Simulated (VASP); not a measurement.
The system is In.

```
In
1.0
     3.26568   -2.07256    0.00000
     3.26568    2.07256    0.00000
    -2.37536    0.00000    4.53072
In
2
Direct
  0.06400 0.06400 0.15300
  0.93600 0.93600 0.84700
```

```yaml
Program: VASP 6.6.1
Task: relaxation of cell and atoms
Functional: PBE
Potentials_or_basis: VASP PAW PBE potentials, release 64 (In_d)
Cutoff: 600 eV
k_mesh: 6 × 6 × 4
Occupations: gaussian, width 0.1 eV
Spin: no spin polarisation
```

At the start: pressure 60.6 GPa; volume 30.67 Å³/atom.

Q: Where does the relaxation end?

A: Over 44 steps the energy falls by 15716.2 meV/atom and the volume is 27.09 Å³/atom (-11.6 %); space group C2/m (No. 12, to 0.05 Å).

The path:
| step | energy change (eV) | largest force (eV/Å) | pressure (GPa) | volume (Å³) |
| --- | --- | --- | --- | --- |
| 1 | 0.0000 | 53.0227 | 60.60 | 61.33 |
| 3 | 496.9913 | 3.7758 | -33.29 | 332.84 |
| 5 | 101.9771 | 1.3441 | -124.36 | 219.69 |
| 7 | 19.2639 | 19.0135 | -52.82 | 174.36 |
| 9 | 16.5523 | 53.0620 | -32.17 | 170.04 |
| 11 | 19.9927 | 0.2904 | -75.61 | 175.44 |
| 13 | -6.9376 | 2.8219 | 14.64 | 64.85 |
| 15 | -30.3432 | 3.5149 | 9.30 | 55.30 |
| 17 | -30.6089 | 2.8279 | 8.55 | 52.61 |
| 19 | -31.2084 | 0.3710 | 0.81 | 55.96 |
| 21 | -31.2226 | 0.0092 | 0.22 | 56.70 |
| 23 | -31.2527 | 0.0709 | 0.05 | 56.78 |
| 25 | -31.3535 | 0.2566 | -0.93 | 56.69 |
| 27 | -31.3568 | 0.2574 | -0.90 | 56.62 |
| 29 | -31.3664 | 0.2290 | -0.03 | 55.26 |
| 31 | -31.3810 | 0.0573 | 0.59 | 54.29 |
| 33 | -31.3885 | 0.1952 | -0.77 | 56.51 |
| 35 | -31.3967 | 0.1672 | -0.59 | 55.80 |
| 37 | -31.3980 | 0.2588 | -0.54 | 55.73 |
| 39 | -31.4061 | 0.2113 | -0.30 | 55.21 |
| 41 | -31.4227 | 0.1551 | 0.62 | 53.60 |
| 43 | -31.4315 | 0.0311 | 0.39 | 53.84 |
| 44 | -31.4324 | 0.0282 | 0.07 | 54.19 |

Final structure:
```xyz
2
Lattice="2.8953 -1.6723 0.0184 2.8953 1.6723 0.0184 -4.1640 0.0000 5.5694" Properties=species:S:1:pos:R:3 pbc="T T T"
In    1.7867    0.0000    1.4175
In   -0.1601    0.0000    4.1888
```
